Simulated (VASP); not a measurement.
# BaTl4S4 (P6mm) in VASP: notebook

BaTl4S4 is run at these levels: PBE; tasks: single point.

Program: VASP 6.6.1. These are calculated values, not measurements. Logs are shortened: lines on timing, memory, paths and dates and some standing lists are left out, and cuts for length are marked.

## (1) The cell of the first run

Symmetry: P6mm, No. 183, hexagonal system. The conventional cell has a = 6.009 Å, b = 6.009 Å, c = 9.026 Å, α = 90.00°, β = 90.00°, γ = 120.00°. Ba (site symmetry 6mm) has 7 Tl at 3.17 to 4.12 Å and 7 S at 3.92 to 4.03 Å within 4.2 Å. Tl (site symmetry 2mm) has 6 Tl at 3.00 to 3.02 Å and 3 S at 3.52 to 3.77 Å and 2 Ba at 4.12 Å within 4.2 Å. Within 2.6 Å of Tl (site symmetry 6mm) lie 1 S at 1.94 Å. S (site symmetry 2mm) has 6 S at 3.00 to 3.25 Å and 1 Tl at 3.52 Å and 2 Ba at 4.03 Å within 4.1 Å. Within 2.6 Å of S (site symmetry 6mm) lie 1 Tl at 1.94 Å.

The cell was generated, and may not be a known phase.

## (2) Single point, PBE

The input, INCAR:

```
SYSTEM = BaTl4S4
ALGO     = Normal         ! electronic algorithm
EDIFF    = 1E-6           ! SCF threshold, eV
ENCUT    = 520            ! plane-wave cutoff, eV
GGA      = PE             ! functional
ISIF     = 2              ! what is computed and relaxed
ISMEAR   = 0              ! smearing method
LASPH    = .TRUE.         ! aspherical terms in the spheres
LCHARG   = .TRUE.         ! write CHGCAR
LELF     = .TRUE.         ! ELF
LREAL    = .FALSE.        ! projectors in reciprocal space
LVHAR    = .TRUE.       
LWAVE    = .FALSE.        ! write WAVECAR
NBANDS   = 53             ! bands
NELM     = 100            ! most SCF steps
PREC     = Accurate       ! precision mode
SIGMA    = 0.1            ! smearing width, eV
```

The input, KPOINTS:

```
k-points
0
G
  3 3 2
  0 0 0
```

The input, POSCAR:

```
BaTl4S4
1.0
    6.0086496300      0.0000000000      0.0000000000
   -3.0043248200      5.2036432200      0.0000000000
    0.0000000000      0.0000000000      9.0262284000
Ba Tl S
1 4 4
Direct
    0.0000000000      0.0000000000      0.1885836200
    0.5000000000      0.0000000000      0.5008858100
    0.0000000000      0.5000000000      0.5008858100
    0.5000000000      0.5000000000      0.5008858100
    0.0000000000      0.0000000000      0.5393981600
    0.5000000000      0.0000000000      0.8912777100
    0.0000000000      0.5000000000      0.8912777100
    0.5000000000      0.5000000000      0.8912777100
    0.0000000000      0.0000000000      0.7537843500
```

Potentials or basis: VASP PAW PBE potentials, release 64 (Ba_sv, Tl_d, S).

On the command line:

```sh
$ cat potpaw_PBE.64/Ba_sv/POTCAR potpaw_PBE.64/Tl_d/POTCAR potpaw_PBE.64/S/POTCAR > POTCAR
$ mpirun -np 1 vasp_std > vasp.out
```

OUTCAR:

```text
SYSTEM = BaTl4S4
   EDIFF = 1E-6
   ENCUT = 520
   GGA = PE
   ISIF = 2
   ISMEAR = 0
   LASPH = .TRUE.
   LREAL = .FALSE.
   NELM = 100
   PREC = Accurate

 ion  position               nearest neighbor table
   1  0.000  0.000  0.189-   5 3.17   4 4.12   4 4.12   2 4.12   2 4.12   3 4.12   3 4.12
   2  0.500  0.000  0.501-   3 3.00   3 3.00   4 3.00   4 3.00   5 3.02   5 3.02   1 4.12   1 4.12

   3  0.000  0.500  0.501-   2 3.00   2 3.00   4 3.00   4 3.00   5 3.02   5 3.02   1 4.12   1 4.12

   4  0.500  0.500  0.501-   3 3.00   3 3.00   2 3.00   2 3.00   5 3.02   5 3.02   1 4.12   1 4.12

   5  0.000  0.000  0.539-   9 1.94   4 3.02   4 3.02   2 3.02   2 3.02   3 3.02   3 3.02   1 3.17

   6  0.500  0.000  0.891-
   7  0.000  0.500  0.891-
   8  0.500  0.500  0.891-
   9  0.000  0.000  0.754-   5 1.94

  LATTYP: Found a hexagonal cell.
 ALAT       =     6.0086496300
 C/A-ratio  =     1.5022058126

  Lattice vectors:

 A1 = (   6.0086496300,   0.0000000000,   0.0000000000)
 A2 = (  -3.0043248200,   5.2036432200,   0.0000000000)
 A3 = (   0.0000000000,   0.0000000000,   9.0262284000)

Analysis of symmetry for initial positions (statically):
=====================================================================
 Subroutine PRICEL returns:
 Original cell was already a primitive cell.

 Routine SETGRP: Setting up the symmetry group for a
 hexagonal supercell.

 Subroutine GETGRP returns: Found 12 space group operations
 (whereof 12 operations were pure point group operations)
 out of a pool of 24 trial point group operations.

The static configuration has the point symmetry C_6v.

Analysis of symmetry for dynamics (positions and initial velocities):
=====================================================================
 Subroutine PRICEL returns:
 Original cell was already a primitive cell.

 Routine SETGRP: Setting up the symmetry group for a
 hexagonal supercell.

 Subroutine GETGRP returns: Found 12 space group operations
 (whereof 12 operations were pure point group operations)
 out of a pool of 24 trial point group operations.

The dynamic configuration has the point symmetry C_6v.

 Subroutine INISYM returns: Found 12 space group operations
 (whereof 12 operations are pure point group operations),
 and found     1 'primitive' translations

[... 95 lines left out ...]
   ISIF   =      2    stress and relaxation
   ISYM   =      2    0-nonsym 1-usesym 2-fastsym
   POTIM  = 0.5000    time-step for ionic-motion
   TEBEG  =    0.0;   TEEND  =   0.0 temperature during run
   PSTRESS=    0.0 pullay stress
   NELECT =      86.0000    total number of electrons
   NUPDOWN=      -1.0000    fix difference up-down
   EMIN   =  10.00;   EMAX   =-10.00  energy-range for DOS
   EFERMI =   0.00;   METHOD = LEGACY
   ISMEAR =     0;   SIGMA  =   0.10  broadening in eV -4-tet -1-fermi 0-gaus
   EFERMI_NEDOS =   21; number of points for ismear=-14 and -15
   IALGO  =     38    algorithm
   IMIX   =      4    mixing-type and parameters
     AMIX     =   0.40;   BMIX     =  1.00
     AMIX_MAG =   1.60;   BMIX_MAG =  1.00
  volume/ion in A,a.u.               =      31.36       211.61
  Fermi-wavevector in a.u.,A,eV,Ry     =   1.101651  2.081819 16.512509  1.213635
  Thomas-Fermi vector in A             =   2.238082
   LORBIT       =      0    0 simple, 1 ext, 2 COOP (PROOUT), +10 PAW based schemes
   GGA     = PE    functional components
   LHFCALC =     F    Hartree Fock is set to
   AEXX    =    0.0000 exact exchange contribution
   IVDW    =     0    specifies the selected vdW correction
   LEPSILON=     F    determine dielectric tensor
   LRPA    =     F    only Hartree local field effects (RPA)
 non-spin polarized calculation
 Gauss-broadening in eV      SIGMA  =   0.10
  energy-cutoff  :      520.00
  volume of cell :      282.22
 maximum number of plane-waves:      7641
 NGX is ok and might be reduce to    48
   NGX = 23   NGY = 23   NGZ = 33

 number of electron      86.0000010 magnetization

 Free energy of the ion-electron system (eV)
  ---------------------------------------------------
  ext. energy  EPLUGINS =         0.00000000
  ---------------------------------------------------
  free energy    TOTEN  =       -20.00654355 eV

  energy without entropy =      -19.93991596  energy(sigma->0) =      -19.97322976

 E-fermi :   3.7529     XC(G=0):  -8.7352

 val. band max:        3.6901132046   @ k =   0.0000   0.0000   0.0000
 cond. band min:       3.7770941775   @ k =   0.3333  -0.0000   0.0000
 fundamental gap:      0.0869809729
 Fermi energy:         3.7529430806

 k-point     1 :       0.0000    0.0000    0.0000
  band No.  band energies     occupation
      1     -25.1706      2.00000
      2     -11.9891      2.00000
      3     -10.3455      2.00000
      4     -10.3455      2.00000
      5     -10.2982      2.00000
      6      -9.3489      2.00000
[... 325 lines left out ...]
     52       7.2374      0.00000
     53       7.3697      0.00000

------------------------ aborting loop because EDIFF is reached ----------------------------------------

  FORCE on cell =-STRESS in cart. coord.  units (eV):
  Direction    XX          YY          ZZ          XY          YZ          ZX
  --------------------------------------------------------------------------------------
  -------------------------------------------------------------------------------------
  Total        8.5580523      8.5580523     21.8513976     -0.0000000      0.0000000      0.0000000
  in kB       48.5841722     48.5841722    124.0506630     -0.0000000      0.0000000      0.0000000
  external PRESSURE =      73.7396691 kB  Pullay stress =       0.0000000 kB

 VOLUME and BASIS-vectors are now :
 -----------------------------------------------------------------------------
  energy-cutoff  :      520.00
  volume of cell :      282.22
      direct lattice vectors                 reciprocal lattice vectors
     6.008649630  0.000000000  0.000000000     0.166426745  0.096086526  0.000000000
    -3.004324820  5.203643220  0.000000000     0.000000000  0.192173052  0.000000000
     0.000000000  0.000000000  9.026228400     0.000000000  0.000000000  0.110788245

 POSITION                                       TOTAL-FORCE (eV/Angst)
 -----------------------------------------------------------------------------------
      0.00000      0.00000      1.70220         0.000000     -0.000000     -2.898101
      3.00432      0.00000      4.52111         0.000000      0.000000      0.178184
     -1.50216      2.60182      4.52111        -0.000000     -0.000000      0.178184
      1.50216      2.60182      4.52111        -0.000000     -0.000000      0.178184
      0.00000      0.00000      4.86873         0.000000      0.000000    -12.370707
      3.00432      0.00000      8.04488         0.000000     -0.000000      0.178093
     -1.50216      2.60182      8.04488         0.000000     -0.000000      0.178093
      1.50216      2.60182      8.04488         0.000000     -0.000000      0.178093
      0.00000      0.00000      6.80383         0.000000     -0.000000     14.199978
 -----------------------------------------------------------------------------------
    total drift:                                0.000000      0.000000     -0.000724

  FREE ENERGIE OF THE ION-ELECTRON SYSTEM (eV)
  ---------------------------------------------------
  free  energy   TOTEN  =       -20.0065435503 eV

  energy  without entropy=      -19.9399159627  energy(sigma->0) =      -19.97322976
```

OSZICAR:

```text
N       E                     dE             d eps       ncg     rms          rms(c)
DAV:   1     0.532634125994E+03    0.53263E+03   -0.41811E+04   636   0.145E+03
DAV:   2     0.139737108981E+02   -0.51866E+03   -0.50581E+03   751   0.308E+02
DAV:   3    -0.218619134722E+02   -0.35836E+02   -0.35016E+02   784   0.656E+01
DAV:   4    -0.228654440146E+02   -0.10035E+01   -0.99797E+00   803   0.103E+01
DAV:   5    -0.228993158396E+02   -0.33872E-01   -0.33850E-01   806   0.167E+00    0.234E+01
DAV:   6    -0.212407009680E+02    0.16586E+01   -0.36892E+01   812   0.130E+01    0.163E+01
DAV:   7    -0.205405305992E+02    0.70017E+00   -0.18710E+01   716   0.726E+00    0.997E+00
DAV:   8    -0.200801756539E+02    0.46035E+00   -0.45232E+00   758   0.538E+00    0.392E+00
DAV:   9    -0.200117927899E+02    0.68383E-01   -0.25707E-01   702   0.196E+00    0.113E+00
DAV:  10    -0.200074414328E+02    0.43514E-02   -0.11466E-01   729   0.988E-01    0.594E-01
DAV:  11    -0.200060781494E+02    0.13633E-02   -0.13514E-02   713   0.484E-01    0.381E-01
DAV:  12    -0.200070481100E+02   -0.96996E-03   -0.28691E-03   726   0.279E-01    0.207E-01
DAV:  13    -0.200064488450E+02    0.59927E-03   -0.96397E-04   804   0.137E-01    0.506E-02
DAV:  14    -0.200065270140E+02   -0.78169E-04   -0.61408E-04   691   0.740E-02    0.351E-02
DAV:  15    -0.200065384038E+02   -0.11390E-04   -0.34867E-05   713   0.281E-02    0.220E-02
DAV:  16    -0.200065398015E+02   -0.13977E-05   -0.88062E-06   678   0.107E-02    0.786E-03
DAV:  17    -0.200065431216E+02   -0.33201E-05   -0.69083E-06   532   0.726E-03    0.461E-03
DAV:  18    -0.200065435503E+02   -0.42870E-06   -0.17596E-06   531   0.481E-03
   1 F= -.20006544E+02 E0= -.19973230E+02  d E =-.666276E-01
```

Run time: 73 s. Hardware: 1 thread of Intel Xeon 6975P-C (Granite Rapids), shared host; peak memory 0.43 GiB.

What came out:

| Item | Value |
| --- | --- |
| Free energy | -20.0065 eV |
| Pressure | 7.4 GPa |
| Largest force | 14.200 eV/Å |
| Band gap on the k mesh | zero (bands 43 and 44 overlap by 0.18 eV) |

Forces on the atoms (eV/Å):
```
Ba    0.000   0.000  -2.898
Tl    0.000   0.000   0.178
Tl    0.000   0.000   0.178
Tl    0.000   0.000   0.178
Tl    0.000   0.000 -12.371
S     0.000   0.000   0.178
S     0.000   0.000   0.178
S     0.000   0.000   0.178
S     0.000   0.000  14.200
```

Caveat: the k points lie up to 0.40 Å⁻¹ apart; spin-orbit coupling is left out, which moves the levels of the heavy elements; forces of over 1 eV/Å act on the atoms, so gaps and moduli don't describe the material at rest.

## (3) Single point, PBE

This run uses another cell than the first one, of 39.36 Å³/atom.

The input, INCAR:

```
ALGO     = Normal         # electronic algorithm
EDIFF    = 1E-6           # SCF threshold, eV
ENCUT    = 520            # plane-wave cutoff, eV
GGA      = PE             # functional
ISIF     = 2              # what is computed and relaxed
ISMEAR   = 0              # smearing method
LASPH    = True           # aspherical terms in the spheres
LCHARG   = True           # write CHGCAR
LELF     = True           # ELF
LREAL    = False          # projectors in reciprocal space
LVHAR    = True         
LWAVE    = False          # write WAVECAR
NBANDS   = 53             # bands
NELM     = 100            # most SCF steps
PREC     = Accurate       # precision mode
SIGMA    = 0.1            # smearing width, eV
```

The input, KPOINTS:

```
k-points
0
Gamma
  3 3 2
```

The input, POSCAR:

```
BaTl4S4
1.0
    6.4966695938      0.0000000031      0.0000000000
   -3.2483347996      5.6262809066      0.0000000000
    0.0000000000      0.0000000000      9.6913583817
Ba Tl S
1 4 4
Direct
    0.0000000000      0.0000000000     -0.0546268251
    0.5000000000      0.0000000000      0.6477405041
    0.0000000000      0.5000000000      0.6477405041
    0.5000000000      0.5000000000      0.6477405041
    0.0000000000      0.0000000000      0.3619497632
    0.5000000000      0.0000000000      0.9253021230
    0.0000000000      0.5000000000      0.9253021230
    0.5000000000      0.5000000000      0.9253021230
    0.0000000000      0.0000000000      0.6318058706
```

Potentials or basis: VASP PAW PBE potentials, release 64 (Ba_sv, Tl_d, S).

On the command line:

```sh
$ cat potpaw_PBE.64/Ba_sv/POTCAR potpaw_PBE.64/Tl_d/POTCAR potpaw_PBE.64/S/POTCAR > POTCAR
$ mpirun -np 1 vasp_std > vasp.out
```

OUTCAR:

```text
EDIFF = 1E-6
   ENCUT = 520
   GGA = PE
   ISIF = 2
   ISMEAR = 0
   LASPH = True
   LREAL = False
   NELM = 100
   PREC = Accurate

 ion  position               nearest neighbor table
   1  0.000  0.000  0.945-   9 3.04   8 3.25   8 3.25   7 3.25   7 3.25   6 3.25   6 3.25   5 4.04
                             4 4.34   4 4.34   3 4.34   3 4.34   2 4.34   2 4.34
   2  0.500  0.000  0.648-   6 2.69   3 3.25   3 3.25   4 3.25   4 3.25   9 3.25   9 3.25   1 4.34
                             1 4.34
[... 539 lines left out ...]
  in kB        1.1435054      1.1435054      1.0983459     -0.0000000      0.0000000      0.0000000
  external PRESSURE =       1.1284522 kB  Pullay stress =       0.0000000 kB

 VOLUME and BASIS-vectors are now :
 -----------------------------------------------------------------------------
  energy-cutoff  :      520.00
  volume of cell :      354.24
      direct lattice vectors                 reciprocal lattice vectors
     6.496669594  0.000000003  0.000000000     0.153925020  0.088868652  0.000000000
    -3.248334800  5.626280907  0.000000000    -0.000000000  0.177737304  0.000000000
     0.000000000  0.000000000  9.691358382     0.000000000  0.000000000  0.103184710

 POSITION                                       TOTAL-FORCE (eV/Angst)
 -----------------------------------------------------------------------------------
      0.00000      0.00000      9.16195        -0.000000      0.000000      0.101875
      3.24833      0.00000      6.27749        -0.000000      0.000000      0.006886
     -1.62417      2.81314      6.27749        -0.000000      0.000000      0.006886
      1.62417      2.81314      6.27749        -0.000000      0.000000      0.006886
      0.00000      0.00000      3.50778        -0.000000      0.000000     -0.018650
      3.24833      0.00000      8.96743        -0.000000      0.000000     -0.003853
     -1.62417      2.81314      8.96743        -0.000000      0.000000     -0.003853
      1.62417      2.81314      8.96743        -0.000000      0.000000     -0.003853
      0.00000      0.00000      6.12306         0.000000     -0.000000     -0.092323
 -----------------------------------------------------------------------------------
    total drift:                               -0.000001     -0.000003     -0.000625

  FREE ENERGIE OF THE ION-ELECTRON SYSTEM (eV)
  ---------------------------------------------------
  free  energy   TOTEN  =       -29.8655784669 eV

  energy  without entropy=      -29.8570684665  energy(sigma->0) =      -29.86132347
```

OSZICAR:

```text
N       E                     dE             d eps       ncg     rms          rms(c)
DAV:   1     0.524638955436E+03    0.52464E+03   -0.39749E+04   636   0.140E+03
DAV:   2     0.952299788507E+01   -0.51512E+03   -0.49892E+03   769   0.291E+02
DAV:   3    -0.319273938504E+02   -0.41450E+02   -0.40834E+02   787   0.674E+01
DAV:   4    -0.330799513428E+02   -0.11526E+01   -0.11474E+01   843   0.108E+01
DAV:   5    -0.331254293156E+02   -0.45478E-01   -0.45459E-01   891   0.179E+00    0.108E+01
DAV:   6    -0.303587254635E+02    0.27667E+01   -0.59592E+00   808   0.859E+00    0.712E+00
DAV:   7    -0.300210951412E+02    0.33763E+00   -0.19951E+00   744   0.504E+00    0.396E+00
DAV:   8    -0.298767278167E+02    0.14437E+00   -0.34784E-01   771   0.321E+00    0.808E-01
DAV:   9    -0.298590717121E+02    0.17656E-01   -0.77163E-02   715   0.115E+00    0.614E-01
DAV:  10    -0.298595631475E+02   -0.49144E-03   -0.15349E-02   747   0.354E-01    0.330E-01
DAV:  11    -0.298616655117E+02   -0.21024E-02   -0.14737E-02   694   0.474E-01    0.184E-01
DAV:  12    -0.298639541746E+02   -0.22887E-02   -0.32139E-03   734   0.201E-01    0.909E-02
DAV:  13    -0.298653103567E+02   -0.13562E-02   -0.11603E-03   710   0.118E-01    0.534E-02
DAV:  14    -0.298655342406E+02   -0.22388E-03   -0.16250E-04   713   0.428E-02    0.169E-02
DAV:  15    -0.298655756239E+02   -0.41383E-04   -0.45177E-05   648   0.298E-02    0.933E-03
DAV:  16    -0.298655776640E+02   -0.20401E-05   -0.46057E-06   662   0.759E-03    0.717E-03
DAV:  17    -0.298655784669E+02   -0.80295E-06   -0.74683E-07   494   0.398E-03
   1 F= -.29865578E+02 E0= -.29861323E+02  d E =-.851000E-02
```

Run time: 79 s. Hardware: 1 thread of Intel Xeon 6975P-C (Granite Rapids), shared host; peak memory 0.45 GiB.

What came out:

* Free energy: -29.8656 eV
* Pressure: 0.1 GPa
* Largest force: 0.102 eV/Å
* Band gap on the k mesh: 0.17 eV (least direct gap 0.86 eV)

Forces on the atoms (eV/Å):
```
Ba   0.000  0.000  0.102
Tl   0.000  0.000  0.007
Tl   0.000  0.000  0.007
Tl   0.000  0.000  0.007
Tl   0.000  0.000 -0.019
S    0.000  0.000 -0.004
S    0.000  0.000 -0.004
S    0.000  0.000 -0.004
S    0.000  0.000 -0.092
```

Levels at points of the mesh, in eV from the valence-band top:
```csv
k point,band 41,band 42,band 43,band 44,band 45,band 46
"(0.00, 0.00, 0.00)",-0.81,-0.81,0.00,1.00,1.00,1.34
"(0.00, 0.00, 0.50)",-0.79,-0.79,0.00,1.00,1.00,1.50
```

Caveat: spin-orbit coupling is left out, which moves the levels of the heavy elements. A k mesh can miss the band edges.

The gap in the log of VASP goes by the Fermi energy; the results here count the filled bands.